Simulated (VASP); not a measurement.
# Ir (Fm-3m) in VASP: further runs, part 2 of 2

VASP 6.6.1. The steps go on from the part before.

## Step 5: Single point, revPBE

File INCAR:

```
SYSTEM = Ir
PREC = Accurate
ENCUT = 500
EDIFF = 1E-6
ISMEAR = -1
SIGMA = 0.05
LREAL = .False.
LASPH = .True.
NELM = 120
ALGO = Normal
ISIF = 2
LWAVE = .False.
LCHARG = .False.
GGA = RE
NBANDS = 10
GGA_COMPAT = .False.
```

File KPOINTS:

```
regular mesh
0
Gamma
  13 13 13
  0 0 0
```

File POSCAR:

```
Ir
1.0
    0.0000000000      1.9156000000      1.9156000000
    1.9156000000      0.0000000000      1.9156000000
    1.9156000000      1.9156000000      0.0000000000
Ir
1
Direct
    0.0000000000      0.0000000000      0.0000000000
```

Potentials or basis: VASP PAW PBE potentials, release 64 (Ir).

On the command line:

```sh
cat potpaw_PBE.64/Ir/POTCAR > POTCAR
mpirun -np 1 vasp_std > vasp.out
```

OUTCAR:

```text
SYSTEM = Ir
   PREC = Accurate
   ENCUT = 500
   EDIFF = 1E-6
   ISMEAR = -1
   LREAL = .False.
   LASPH = .True.
   NELM = 120
   ISIF = 2
   GGA = RE

 ion  position               nearest neighbor table
   1  0.000  0.000  0.000-

  LATTYP: Found a face centered cubic cell.
 ALAT       =     3.8312000000

  Lattice vectors:

 A1 = (   0.0000000000,   1.9156000000,   1.9156000000)
 A2 = (   1.9156000000,   0.0000000000,   1.9156000000)
 A3 = (   1.9156000000,   1.9156000000,   0.0000000000)

Analysis of symmetry for initial positions (statically):
=====================================================================
 Subroutine PRICEL returns:
 Original cell was already a primitive cell.

 Routine SETGRP: Setting up the symmetry group for a
 face centered cubic supercell.

 Subroutine GETGRP returns: Found 48 space group operations
 (whereof 48 operations were pure point group operations)
 out of a pool of 48 trial point group operations.

The static configuration has the point symmetry O_h .

Analysis of symmetry for dynamics (positions and initial velocities):
=====================================================================
 Subroutine PRICEL returns:
 Original cell was already a primitive cell.

 Routine SETGRP: Setting up the symmetry group for a
 face centered cubic supercell.

 Subroutine GETGRP returns: Found 48 space group operations
 (whereof 48 operations were pure point group operations)
 out of a pool of 48 trial point group operations.

The dynamic configuration has the point symmetry O_h .

 Subroutine INISYM returns: Found 48 space group operations
 (whereof 48 operations are pure point group operations),
 and found     1 'primitive' translations

----------------------------------------------------------------------------------------

                                     Primitive cell

  volume of cell :      14.0587

  direct lattice vectors                    reciprocal lattice vectors
[... 103 lines left out ...]
   IMIX   =      4    mixing-type and parameters
     AMIX     =   0.40;   BMIX     =  1.00
     AMIX_MAG =   1.60;   BMIX_MAG =  1.00
  volume/ion in A,a.u.               =      14.06        94.87
  Fermi-wavevector in a.u.,A,eV,Ry     =   1.410937  2.666284 27.085691  1.990742
  Thomas-Fermi vector in A             =   2.532839
   LORBIT       =      0    0 simple, 1 ext, 2 COOP (PROOUT), +10 PAW based schemes
   GGA     = RE    functional components
   LHFCALC =     F    Hartree Fock is set to
   AEXX    =    0.0000 exact exchange contribution
   IVDW    =     0    specifies the selected vdW correction
   LEPSILON=     F    determine dielectric tensor
   LRPA    =     F    only Hartree local field effects (RPA)
 non-spin polarized calculation
  energy-cutoff  :      500.00
  volume of cell :       14.06
 maximum number of plane-waves:       366
   NGX =  9   NGY =  9   NGZ =  9

 number of electron       9.0000000 magnetization

 Free energy of the ion-electron system (eV)
  ---------------------------------------------------
  ext. energy  EPLUGINS =         0.00000000
  ---------------------------------------------------
  free energy    TOTEN  =        -8.28906796 eV

  energy without entropy =       -8.27924097  energy(sigma->0) =       -8.28415447

 E-fermi :  10.5842     XC(G=0): -13.9978

 val. band max:       10.5601307407   @ k =  -0.4615   0.4615   0.0000
 cond. band min:      10.6068221071   @ k =   0.3077   0.2308   0.0000
 fundamental gap:      0.0466913664
 Fermi energy:        10.5841572968

 k-point     1 :       0.0000    0.0000    0.0000
  band No.  band energies     occupation
      1      -0.6029      2.00000
      2       6.6532      2.00000
      3       6.6532      2.00000
      4       6.6532      2.00000
      5       9.3643      2.00000
      6       9.3643      2.00000
      7      24.8552      0.00000
      8      30.4981      0.00000
      9      30.4981      0.00000
     10      30.4981      0.00000
[... 287 lines left out ...]
 k-point    24 :       0.4615    0.1538    0.0000
  band No.  band energies     occupation
      1       3.1736      2.00000
      2       5.9033      2.00000
      3       6.9599      2.00000
      4       7.4505      2.00000
      5      11.5543      0.00000
      6      12.7466      0.00000
      7      19.3039      0.00000
      8      26.1735      0.00000
      9      29.0884      0.00000
     10      30.3351      0.00000

 [... further k-points ...]
[... 5 lines left out ...]
  --------------------------------------------------------------------------------------
  -------------------------------------------------------------------------------------
  Total        1.3542504      1.3542504      1.3542504      0.0000000     -0.0000000      0.0000000
  in kB      154.3352274    154.3352274    154.3352274      0.0000000     -0.0000000      0.0000000
  external PRESSURE =     154.3352274 kB  Pullay stress =       0.0000000 kB

 VOLUME and BASIS-vectors are now :
 -----------------------------------------------------------------------------
  energy-cutoff  :      500.00
  volume of cell :       14.06
      direct lattice vectors                 reciprocal lattice vectors
     0.000000000  1.915600000  1.915600000    -0.261014826  0.261014826  0.261014826
     1.915600000  0.000000000  1.915600000     0.261014826 -0.261014826  0.261014826
     1.915600000  1.915600000  0.000000000     0.261014826  0.261014826 -0.261014826

 POSITION                                       TOTAL-FORCE (eV/Angst)
 -----------------------------------------------------------------------------------
      0.00000      0.00000      0.00000        -0.000000     -0.000000      0.000000
 -----------------------------------------------------------------------------------
    total drift:                                0.000000      0.000000      0.000000

  FREE ENERGIE OF THE ION-ELECTRON SYSTEM (eV)
  ---------------------------------------------------
  free  energy   TOTEN  =        -8.2890679626 eV

  energy  without entropy=       -8.2792409696  energy(sigma->0) =       -8.28415447
```

OSZICAR:

```text
N       E                     dE             d eps       ncg     rms          rms(c)
DAV:   1     0.481125675152E+02    0.48113E+02   -0.42333E+03  1704   0.792E+02
DAV:   2    -0.792172562194E+01   -0.56034E+02   -0.53508E+02  1716   0.196E+02
DAV:   3    -0.879953102037E+01   -0.87781E+00   -0.87589E+00  2002   0.300E+01
DAV:   4    -0.880707156746E+01   -0.75405E-02   -0.75395E-02  1898   0.257E+00
DAV:   5    -0.880722183291E+01   -0.15027E-03   -0.15026E-03  1916   0.349E-01    0.154E+01
DAV:   6    -0.838036440910E+01    0.42686E+00   -0.71557E-01  1880   0.105E+01    0.650E+00
DAV:   7    -0.829485380661E+01    0.85511E-01   -0.26037E-01  1960   0.585E+00    0.147E+00
DAV:   8    -0.829180392472E+01    0.30499E-02   -0.22397E-03  1846   0.522E-01    0.983E-01
DAV:   9    -0.828906054852E+01    0.27434E-02   -0.20406E-03  1914   0.628E-01    0.144E-02
DAV:  10    -0.828906771048E+01   -0.71620E-05   -0.11919E-05  2324   0.328E-02    0.275E-02
DAV:  11    -0.828906796255E+01   -0.25207E-06   -0.10178E-06  1170   0.133E-02
   1 F= -.82890680E+01 E0= -.82841545E+01  d E =-.982699E-02
```

It took 14 s on 1 thread of Intel Xeon 8259CL, shared host; peak memory 0.13 GiB.

What came out:

```yaml
Free_energy: -8.2891 eV
Pressure: 15.4 GPa
```

Levels at points of the mesh, in eV from the Fermi level:
```csv
k point,band 1,band 2,band 3,band 4,band 5,band 6,band 7,band 8
"(0.00, 0.00, 0.00)",-11.19,-3.93,-3.93,-3.93,-1.22,-1.22,14.27,19.91
```

Caveat: the PAW data sets were made with another functional, which shifts forces and pressure a little; spin-orbit coupling is left out, which moves the levels of the heavy elements.

## Step 6: Single point, r2SCAN

POSCAR is that of step 5.

File INCAR.step1:

```
PREC = Accurate
ENCUT = 550
ISMEAR = -1
SIGMA = 0.05
LREAL = False
LASPH = True
NELM = 120
NBANDS = 10
GGA = PE
ALGO = Normal
EDIFF = 1E-5
LWAVE = True
LCHARG = False
GGA_COMPAT = False
```

File INCAR.step2:

```
PREC = Accurate
ENCUT = 550
EDIFF = 1E-6
ISMEAR = -1
SIGMA = 0.05
LREAL = False
LASPH = True
NELM = 120
ALGO = Normal
ISIF = 2
LWAVE = False
LCHARG = False
METAGGA = R2SCAN
LMIXTAU = True
NBANDS = 10
ISTART = 1
GGA_COMPAT = False
```

File KPOINTS:

```
Automatic mesh
0
Gamma
  13 13 13
```

Potentials or basis: VASP PAW PBE potentials, release 64 (Ir).

On the command line:

```sh
cat potpaw_PBE.64/Ir/POTCAR > POTCAR
cp INCAR.step1 INCAR
mpirun -np 1 vasp_std > vasp.out
cp INCAR.step2 INCAR
mpirun -np 1 vasp_std > vasp.out
```

Run time: 68 s. Hardware: 1 thread of Intel Xeon 8259CL, shared host; peak memory 0.16 GiB.

It converged, with:

- Free energy: -52.3595 eV
- Pressure: 6.9 GPa

Levels at points of the mesh, in eV from the Fermi level:
```csv
k point,band 1,band 2,band 3,band 4,band 5,band 6,band 7,band 8
"(0.00, 0.00, 0.00)",-11.62,-4.06,-4.06,-4.06,-1.32,-1.32,15.06,20.97
```

Caveat: the PAW data sets were made with another functional, which shifts forces and pressure a little; spin-orbit coupling is left out, which moves the levels of the heavy elements.

## Step 7: The runs side by side

| level | potentials or basis | cutoff (eV) | gap on the mesh (eV) | pressure (GPa) |
| --- | --- | --- | --- | --- |
| LDA | VASP PAW LDA potentials, release 64 (Ir) | 500 | none | -3.5 |
| PBE | VASP PAW PBE potentials, release 64 (Ir) | 500 | none | 12.5 |
| PBEsol | VASP PAW PBE potentials, release 64 (Ir) | 500 | none | 1.0 |
| revPBE | VASP PAW PBE potentials, release 64 (Ir) | 500 | none | 15.4 |
| r2SCAN | VASP PAW PBE potentials, release 64 (Ir) | 550 | none | 6.9 |

Alike in all rows: task single point; no spin polarisation; cell as given; k mesh 13 × 13 × 13; smearing fermi-dirac 0.05 eV.

Caveats: spin-orbit coupling is left out, which moves the levels of the heavy elements; the PAW data sets were made with another functional, which shifts forces and pressure a little (some runs).

Total energies depend on the potentials used, so only differences within one code and one set of settings carry meaning.
